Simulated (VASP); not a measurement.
# HgTe (Fm-3m) in VASP: notebook

HgTe is run at these levels: PBE; tasks: single point.

Everything below comes from runs of VASP 6.6.1. Logs are shortened: lines on timing, memory, paths and dates and some standing lists are left out, and cuts for length are marked.

## 1. The cell of the first run

The structure is cubic, space group Fm-3m (No. 225). Conventional cell: a = 5.843 Å, b = 5.843 Å, c = 5.843 Å, α = 90.00°, β = 90.00°, γ = 90.00°. Te (site symmetry m-3m) has 6 Hg at 2.92 Å within 3.8 Å. Hg (site symmetry m-3m) has 6 Te at 2.92 Å within 3.8 Å.

## 2. Single point, PBE

Contents of INCAR:

```
SYSTEM = HgTe
PREC = Accurate
ENCUT = 520
EDIFF = 1E-6
ISMEAR = -1
SIGMA = 0.1
LREAL = .False.
LASPH = .True.
NELM = 100
ALGO = Normal
ISIF = 2
LWAVE = .False.
LCHARG = .False.
GGA = PE
NBANDS = 16
```

Contents of KPOINTS:

```
regular mesh
0
Gamma
  6 6 6
  0 0 0
```

Contents of POSCAR:

```
HgTe
1.0
    0.0000000000      2.9215000000      2.9215000000
    2.9215000000      0.0000000000      2.9215000000
    2.9215000000      2.9215000000      0.0000000000
Te Hg
1 1
Direct
    0.5000000000      0.5000000000      0.5000000000
    0.0000000000      0.0000000000      0.0000000000
```

Potentials or basis: VASP PAW PBE potentials, release 64 (Te, Hg).

Started as:

```bash
$ cat potpaw_PBE.64/Te/POTCAR potpaw_PBE.64/Hg/POTCAR > POTCAR
$ mpirun -np 1 vasp_std > vasp.out
```

OUTCAR:

```text
SYSTEM = HgTe
   PREC = Accurate
   ENCUT = 520
   EDIFF = 1E-6
   ISMEAR = -1
   LREAL = .False.
   LASPH = .True.
   NELM = 100
   ISIF = 2
   GGA = PE

 ion  position               nearest neighbor table
   1  0.500  0.500  0.500-   2 2.92   2 2.92   2 2.92   2 2.92   2 2.92   2 2.92
   2  0.000  0.000  0.000-   1 2.92   1 2.92   1 2.92   1 2.92   1 2.92   1 2.92

  LATTYP: Found a face centered cubic cell.
 ALAT       =     5.8430000000

  Lattice vectors:

 A1 = (   0.0000000000,   2.9215000000,   2.9215000000)
 A2 = (   2.9215000000,   0.0000000000,   2.9215000000)
 A3 = (   2.9215000000,   2.9215000000,   0.0000000000)

Analysis of symmetry for initial positions (statically):
=====================================================================
 Subroutine PRICEL returns:
 Original cell was already a primitive cell.

 Routine SETGRP: Setting up the symmetry group for a
 face centered cubic supercell.

 Subroutine GETGRP returns: Found 48 space group operations
 (whereof 48 operations were pure point group operations)
 out of a pool of 48 trial point group operations.

The static configuration has the point symmetry O_h .

Analysis of symmetry for dynamics (positions and initial velocities):
=====================================================================
 Subroutine PRICEL returns:
 Original cell was already a primitive cell.

 Routine SETGRP: Setting up the symmetry group for a
 face centered cubic supercell.

 Subroutine GETGRP returns: Found 48 space group operations
 (whereof 48 operations were pure point group operations)
 out of a pool of 48 trial point group operations.

The dynamic configuration has the point symmetry O_h .

 Subroutine INISYM returns: Found 48 space group operations
 (whereof 48 operations are pure point group operations),
 and found     1 'primitive' translations

----------------------------------------------------------------------------------------

                                     Primitive cell

  volume of cell :      49.8710

  direct lattice vectors                    reciprocal lattice vectors
     0.000000000  2.921500000  2.921500000    -0.171144960  0.171144960  0.171144960
     2.921500000  0.000000000  2.921500000     0.171144960 -0.171144960  0.171144960
     2.921500000  2.921500000  0.000000000     0.171144960  0.171144960 -0.171144960

  length of vectors
     4.131624922  4.131624922  4.131624922     0.296431766  0.296431766  0.296431766

[... 70 lines left out ...]
   NELM   =    100;   NELMIN=  2; NELMDL= -5     # of ELM steps
   EDIFF  = 0.1E-05   stopping-criterion for ELM
   LREAL  =      F    real-space projection
   EDIFFG = 0.1E-04   stopping-criterion for IOM
   NSW    =      0    number of steps for IOM
   IBRION =     -1    ionic relax: 0-MD 1-quasi-New 2-CG
   NFREE  =      0    steps in history (QN), initial steepest desc. (CG)
   ISIF   =      2    stress and relaxation
   ISYM   =      2    0-nonsym 1-usesym 2-fastsym
   POTIM  = 0.5000    time-step for ionic-motion
   TEBEG  =    0.0;   TEEND  =   0.0 temperature during run
   PSTRESS=    0.0 pullay stress
   NELECT =      18.0000    total number of electrons
   NUPDOWN=      -1.0000    fix difference up-down
   EMIN   =  10.00;   EMAX   =-10.00  energy-range for DOS
   EFERMI =   0.00;   METHOD = LEGACY
   ISMEAR =    -1;   SIGMA  =   0.10  broadening in eV -4-tet -1-fermi 0-gaus
   EFERMI_NEDOS =   21; number of points for ismear=-14 and -15
   IALGO  =     38    algorithm
   IMIX   =      4    mixing-type and parameters
     AMIX     =   0.40;   BMIX     =  1.00
     AMIX_MAG =   1.60;   BMIX_MAG =  1.00
  volume/ion in A,a.u.               =      24.94       168.27
  Fermi-wavevector in a.u.,A,eV,Ry     =   1.165601  2.202666 18.485213  1.358625
  Thomas-Fermi vector in A             =   2.302124
   LORBIT       =      0    0 simple, 1 ext, 2 COOP (PROOUT), +10 PAW based schemes
   GGA     = PE    functional components
   LHFCALC =     F    Hartree Fock is set to
   AEXX    =    0.0000 exact exchange contribution
   IVDW    =     0    specifies the selected vdW correction
   LEPSILON=     F    determine dielectric tensor
   LRPA    =     F    only Hartree local field effects (RPA)
 non-spin polarized calculation
  energy-cutoff  :      520.00
  volume of cell :       49.87
 maximum number of plane-waves:      1363
   NGX = 15   NGY = 15   NGZ = 15

 number of electron      18.0000001 magnetization

 Free energy of the ion-electron system (eV)
  ---------------------------------------------------
  ext. energy  EPLUGINS =         0.00000000
  ---------------------------------------------------
  free energy    TOTEN  =        -3.17190973 eV

  energy without entropy =       -3.14090299  energy(sigma->0) =       -3.15640636

 E-fermi :   6.0882     XC(G=0): -10.5037

 val. band max:        5.9610877105   @ k =   0.3333   0.0000   0.0000
 cond. band min:       6.1165093846   @ k =  -0.3333   0.1667   0.0000
 fundamental gap:      0.1554216741
 Fermi energy:         6.0882092074

 k-point     1 :       0.0000    0.0000    0.0000
  band No.  band energies     occupation
      1      -7.0897      2.00000
      2      -1.3022      2.00000
      3      -1.3022      2.00000
      4      -1.2382      2.00000
      5      -1.2382      2.00000
      6      -1.2382      2.00000
[... 281 lines left out ...]
      3      -1.3833      2.00000
      4      -1.1467      2.00000
      5      -0.8945      2.00000
      6      -0.1721      2.00000
[... 8 lines left out ...]
     15      17.9546      0.00000
     16      19.2108      0.00000

------------------------ aborting loop because EDIFF is reached ----------------------------------------

  FORCE on cell =-STRESS in cart. coord.  units (eV):
  Direction    XX          YY          ZZ          XY          YZ          ZX
  --------------------------------------------------------------------------------------
  -------------------------------------------------------------------------------------
  Total        3.3275151      3.3275151      3.3275151      0.0000000     -0.0000000      0.0000000
  in kB      106.9012899    106.9012899    106.9012899      0.0000000     -0.0000000      0.0000000
  external PRESSURE =     106.9012899 kB  Pullay stress =       0.0000000 kB

 VOLUME and BASIS-vectors are now :
 -----------------------------------------------------------------------------
  energy-cutoff  :      520.00
  volume of cell :       49.87
      direct lattice vectors                 reciprocal lattice vectors
     0.000000000  2.921500000  2.921500000    -0.171144960  0.171144960  0.171144960
     2.921500000  0.000000000  2.921500000     0.171144960 -0.171144960  0.171144960
     2.921500000  2.921500000  0.000000000     0.171144960  0.171144960 -0.171144960

 POSITION                                       TOTAL-FORCE (eV/Angst)
 -----------------------------------------------------------------------------------
      2.92150      2.92150      2.92150         0.000000      0.000000      0.000000
      0.00000      0.00000      0.00000        -0.000000      0.000000     -0.000000
 -----------------------------------------------------------------------------------
    total drift:                                0.000000     -0.000000     -0.000000

  FREE ENERGIE OF THE ION-ELECTRON SYSTEM (eV)
  ---------------------------------------------------
  free  energy   TOTEN  =        -3.1719097338 eV

  energy  without entropy=       -3.1409029893  energy(sigma->0) =       -3.15640636
```

OSZICAR:

```text
N       E                     dE             d eps       ncg     rms          rms(c)
DAV:   1     0.105893556327E+03    0.10589E+03   -0.85654E+03   528   0.101E+03
DAV:   2    -0.308495266916E+00   -0.10620E+03   -0.99141E+02   584   0.238E+02
DAV:   3    -0.336665190654E+01   -0.30582E+01   -0.30488E+01   640   0.422E+01
DAV:   4    -0.338618484010E+01   -0.19533E-01   -0.19531E-01   656   0.322E+00
DAV:   5    -0.338647697815E+01   -0.29214E-03   -0.29214E-03   672   0.353E-01    0.998E+00
DAV:   6    -0.317952887168E+01    0.20695E+00   -0.41668E-01   640   0.886E+00    0.742E+00
DAV:   7    -0.317283297820E+01    0.66959E-02   -0.80270E-02   576   0.202E+00    0.230E+00
DAV:   8    -0.317192922109E+01    0.90376E-03   -0.88541E-03   592   0.110E+00    0.577E-01
DAV:   9    -0.317189355043E+01    0.35671E-04   -0.49185E-04   640   0.253E-01    0.102E-01
DAV:  10    -0.317190523559E+01   -0.11685E-04   -0.48967E-05   616   0.617E-02    0.377E-02
DAV:  11    -0.317191057756E+01   -0.53420E-05   -0.12084E-05   632   0.279E-02    0.303E-02
DAV:  12    -0.317190973375E+01    0.84381E-06   -0.18484E-06   552   0.121E-02
   1 F= -.31719097E+01 E0= -.31564064E+01  d E =-.310067E-01
```

Wall time 12 s (1 thread of Intel Xeon Platinum 8488C (Sapphire Rapids), shared host); peak memory 0.18 GiB.

Results:

* Free energy: -3.1719 eV
* Pressure: 10.7 GPa
* Band gap on the k mesh: zero (band 9 reaches 6.37 eV, above the bottom of band 10 at 3.13 eV)

Levels at points of the mesh, in eV from the Fermi level:
| k point | band 7 | band 8 | band 9 | band 10 | band 11 | band 12 |
| --- | --- | --- | --- | --- | --- | --- |
| (0.00, 0.00, 0.00) | -1.05 | -1.05 | -1.05 | -0.50 | 7.57 | 7.57 |
| (0.50, 0.00, 0.00) | -6.21 | 0.28 | 0.28 | 2.33 | 3.62 | 3.62 |
| (0.50, 0.50, 0.00) | -5.32 | -3.07 | -2.96 | -2.96 | 4.51 | 9.75 |

Caveat: spin-orbit coupling is left out, which moves the levels of the heavy elements.

## 3. Single point, PBE

Contents of INCAR:

```
PREC = Accurate ; ENCUT = 520
EDIFF = 1E-6 ; ISMEAR = 1
SIGMA = 0.15 ; LREAL = False
LASPH = True ; NELM = 80
ALGO = Normal ; ISIF = 2
LWAVE = False ; LCHARG = True
GGA = PE ; LELF = True
LVHAR = True ; NBANDS = 16
```

Contents of KPOINTS:

```
regular mesh
0
Gamma
  6 6 6
```

POSCAR is that of step 2.

Potentials or basis: VASP PAW PBE potentials, release 64 (Te, Hg).

Started as:

```bash
$ cat potpaw_PBE.64/Te/POTCAR potpaw_PBE.64/Hg/POTCAR > POTCAR
$ mpirun -np 1 vasp_std > vasp.out
```

OUTCAR:

```text
PREC = Accurate
   ENCUT = 520
   EDIFF = 1E-6
   ISMEAR = 1
   LREAL = False
   LASPH = True
   NELM = 80
   ISIF = 2
   GGA = PE

 ion  position               nearest neighbor table
   1  0.500  0.500  0.500-   2 2.92   2 2.92   2 2.92   2 2.92   2 2.92   2 2.92
   2  0.000  0.000  0.000-   1 2.92   1 2.92   1 2.92   1 2.92   1 2.92   1 2.92

  LATTYP: Found a face centered cubic cell.
 ALAT       =     5.8430000000

  Lattice vectors:

 A1 = (   0.0000000000,   2.9215000000,   2.9215000000)
 A2 = (   2.9215000000,   0.0000000000,   2.9215000000)
 A3 = (   2.9215000000,   2.9215000000,   0.0000000000)

Analysis of symmetry for initial positions (statically):
=====================================================================
 Subroutine PRICEL returns:
 Original cell was already a primitive cell.

 Routine SETGRP: Setting up the symmetry group for a
 face centered cubic supercell.

 Subroutine GETGRP returns: Found 48 space group operations
 (whereof 48 operations were pure point group operations)
 out of a pool of 48 trial point group operations.

The static configuration has the point symmetry O_h .

Analysis of symmetry for dynamics (positions and initial velocities):
=====================================================================
 Subroutine PRICEL returns:
 Original cell was already a primitive cell.

 Routine SETGRP: Setting up the symmetry group for a
 face centered cubic supercell.

 Subroutine GETGRP returns: Found 48 space group operations
 (whereof 48 operations were pure point group operations)
 out of a pool of 48 trial point group operations.

The dynamic configuration has the point symmetry O_h .

 Subroutine INISYM returns: Found 48 space group operations
 (whereof 48 operations are pure point group operations),
 and found     1 'primitive' translations

----------------------------------------------------------------------------------------

[... 102 lines left out ...]
     AMIX     =   0.40;   BMIX     =  1.00
     AMIX_MAG =   1.60;   BMIX_MAG =  1.00
  volume/ion in A,a.u.               =      24.94       168.27
  Fermi-wavevector in a.u.,A,eV,Ry     =   1.165601  2.202666 18.485213  1.358625
  Thomas-Fermi vector in A             =   2.302124
   LORBIT       =      0    0 simple, 1 ext, 2 COOP (PROOUT), +10 PAW based schemes
   GGA     = PE    functional components
   LHFCALC =     F    Hartree Fock is set to
   AEXX    =    0.0000 exact exchange contribution
   IVDW    =     0    specifies the selected vdW correction
   LEPSILON=     F    determine dielectric tensor
   LRPA    =     F    only Hartree local field effects (RPA)
 non-spin polarized calculation
 Methfessel and Paxton  Order N= 1 SIGMA  =   0.15
  energy-cutoff  :      520.00
  volume of cell :       49.87
 maximum number of plane-waves:      1363
   NGX = 15   NGY = 15   NGZ = 15

 number of electron      18.0000001 magnetization

 Free energy of the ion-electron system (eV)
  ---------------------------------------------------
  ext. energy  EPLUGINS =         0.00000000
  ---------------------------------------------------
  free energy    TOTEN  =        -3.15321682 eV

  energy without entropy =       -3.15014993  energy(sigma->0) =       -3.15219452

 E-fermi :   6.0980     XC(G=0): -10.5038

 val. band max:        5.9604246413   @ k =   0.3333   0.0000   0.0000
 cond. band min:       6.1158863779   @ k =  -0.3333   0.1667   0.0000
 fundamental gap:      0.1554617366
 Fermi energy:         6.0980484621

 k-point     1 :       0.0000    0.0000    0.0000
  band No.  band energies     occupation
      1      -7.0904      2.00000
      2      -1.3020      2.00000
      3      -1.3020      2.00000
      4      -1.2379      2.00000
      5      -1.2379      2.00000
      6      -1.2379      2.00000
[... 281 lines left out ...]
      3      -1.3830      2.00000
      4      -1.1464      2.00000
      5      -0.8942      2.00000
      6      -0.1721      2.00000
[... 8 lines left out ...]
     15      17.9543      0.00000
     16      19.2102      0.00000

------------------------ aborting loop because EDIFF is reached ----------------------------------------

  FORCE on cell =-STRESS in cart. coord.  units (eV):
  Direction    XX          YY          ZZ          XY          YZ          ZX
  --------------------------------------------------------------------------------------
  -------------------------------------------------------------------------------------
  Total        3.3102102      3.3102102      3.3102102      0.0000000     -0.0000000      0.0000000
  in kB      106.3453471    106.3453471    106.3453471      0.0000000     -0.0000000      0.0000000
  external PRESSURE =     106.3453471 kB  Pullay stress =       0.0000000 kB

 VOLUME and BASIS-vectors are now :
 -----------------------------------------------------------------------------
  energy-cutoff  :      520.00
  volume of cell :       49.87
      direct lattice vectors                 reciprocal lattice vectors
     0.000000000  2.921500000  2.921500000    -0.171144960  0.171144960  0.171144960
     2.921500000  0.000000000  2.921500000     0.171144960 -0.171144960  0.171144960
     2.921500000  2.921500000  0.000000000     0.171144960  0.171144960 -0.171144960

 POSITION                                       TOTAL-FORCE (eV/Angst)
 -----------------------------------------------------------------------------------
      2.92150      2.92150      2.92150         0.000000      0.000000      0.000000
      0.00000      0.00000      0.00000         0.000000      0.000000     -0.000000
 -----------------------------------------------------------------------------------
    total drift:                                0.000000     -0.000000     -0.000000

  FREE ENERGIE OF THE ION-ELECTRON SYSTEM (eV)
  ---------------------------------------------------
  free  energy   TOTEN  =        -3.1532168201 eV

  energy  without entropy=       -3.1501499337  energy(sigma->0) =       -3.15219452
```

Run time: 12 s. Hardware: 1 thread of Intel Xeon Platinum 8488C (Sapphire Rapids), shared host; peak memory 0.18 GiB.

What came out:

- Free energy: -3.1532 eV
- Pressure: 10.6 GPa
- Band gap on the k mesh: zero (band 9 reaches 6.37 eV, above the bottom of band 10 at 3.13 eV)

Caveat: spin-orbit coupling is left out, which moves the levels of the heavy elements.

[end of part 1 of 2]
